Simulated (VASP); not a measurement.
Wanted: the native input for a VASP 6.6.1 run.

```
Task                   : single point
Functional             : r2SCAN
Potentials or basis    : VASP PAW PBE potentials, release 64 (N, As, Al)
Cutoff                 : 660 eV
k mesh                 : 8 × 8 × 4
Occupations            : fermi-dirac, width 0.02 eV
Spin                   : no spin polarisation
Dipole correction      : no
Further INCAR settings : ALGO = Normal; EDIFF = 1e-06; NBANDS = 26
```

The system is Al4AsN3.

```
CELL_PARAMETERS angstrom
5.49145 -1.65580 -0.03258
5.49145 1.65580 -0.03258
-1.03221 0.00000 5.66628
ATOMIC_POSITIONS crystal
N 0.00866 0.00866 0.02020
N 0.49083 0.49083 0.48068
N 0.74723 0.74723 0.24902
As 0.25444 0.25444 0.75435
Al 0.47127 0.47127 0.82405
Al 0.92814 0.92814 0.30870
Al 0.18433 0.18433 0.10592
Al 0.66510 0.66510 0.50706
```

The input as run:

POSCAR

```
Al4AsN3
1.0
    5.4914526585     -1.6557951754     -0.0325767054
    5.4914526585      1.6557951754     -0.0325767054
   -1.0322097572      0.0000000000      5.6662833450
N As Al
3 1 4
Direct
    0.0086591903      0.0086591903      0.0202030644
    0.4908266169      0.4908266169      0.4806837631
    0.7472291985      0.7472291985      0.2490229985
    0.2544445368      0.2544445368      0.7543528022
    0.4712694128      0.4712694128      0.8240502048
    0.9281379382      0.9281379382      0.3086990853
    0.1843321790      0.1843321790      0.1059246822
    0.6651009275      0.6651009275      0.5070633993
```

INCAR.step1

```
PREC = Accurate
ENCUT = 660
ISMEAR = -1
SIGMA = 0.02
LREAL = F
LASPH = T
NELM = 120
NBANDS = 26
GGA = PE
ALGO = Normal
EDIFF = 1E-5
LWAVE = T
LCHARG = F
GGA_COMPAT = F
```

INCAR.step2

```
PREC = Accurate
ENCUT = 660
EDIFF = 1E-6
ISMEAR = -1
SIGMA = 0.02
LREAL = F
LASPH = T
NELM = 120
ALGO = Normal
ISIF = 2
LWAVE = F
LCHARG = F
METAGGA = R2SCAN
LMIXTAU = T
NBANDS = 26
ISTART = 1
GGA_COMPAT = F
```

KPOINTS

```
Automatic mesh
0
Gamma
  8 8 4
```

Potentials or basis: VASP PAW PBE potentials, release 64 (N, As, Al).

The run is started by

```bash
$ cat potpaw_PBE.64/N/POTCAR potpaw_PBE.64/As/POTCAR potpaw_PBE.64/Al/POTCAR > POTCAR
$ cp INCAR.step1 INCAR
$ mpirun -np 1 vasp_std > vasp.out
$ cp INCAR.step2 INCAR
$ mpirun -np 1 vasp_std > vasp.out
```

Results of the run:

* Pressure: -0.2 GPa
* Largest force: 0.035 eV/Å
* Band gap on the k mesh: 0.02 eV (least direct gap 0.10 eV)

Caveat: semilocal functionals underestimate gaps, and a narrow one can read as zero; the PAW data sets were made with another functional, which shifts forces and pressure a little.

Run time: 19 min on 1 thread of Oxide Virtual Turin-like Processor, on a shared host, peak memory 0.51 GiB.
